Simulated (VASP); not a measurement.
Set up this calculation in VASP 6.6.1, as the native input.

```
Task                   : single point
Functional             : PBE
Potentials or basis    : VASP PAW PBE potentials, release 64 (Ir)
Cutoff                 : 520 eV
k mesh                 : 13 × 13 × 13
Occupations            : methfessel-paxton, width 0.1 eV
Spin                   : no spin polarisation
Dipole correction      : no
Further INCAR settings : ALGO = Normal; EDIFF = 1e-06; NBANDS = 10
```

The structure of Ir lies in POSCAR:

```
Ir
1.0
    0.0000000000      1.8630911555      1.8630911555
    1.8630911555      0.0000000000      1.8630911555
    1.8630911555      1.8630911555      0.0000000000
Ir
1
Direct
    0.0000000000      0.0000000000      0.0000000000
```

One way to write it, as run:

INCAR

```
  ALGO = Normal
  EDIFF = 1E-6
  ENCUT = 520
  GGA = PE
  ISIF = 2
  ISMEAR = 1
  LASPH = T
  LCHARG = F
  LREAL = F
  LWAVE = F
  NBANDS = 10
  NELM = 100
  PREC = Accurate
  SIGMA = 0.1
```

KPOINTS

```
k-points
0
Gamma
  13 13 13
```

Potentials or basis: VASP PAW PBE potentials, release 64 (Ir).

Run with:

```bash
$ cat potpaw_PBE.64/Ir/POTCAR > POTCAR
$ mpirun -np 1 vasp_std > vasp.out
```

Results of the run:

| Item | Value |
| --- | --- |
| Pressure | 54.5 GPa |

Run time: 21 s on 1 thread of AMD EPYC 7R13, on a shared host, peak memory 0.1 GiB.
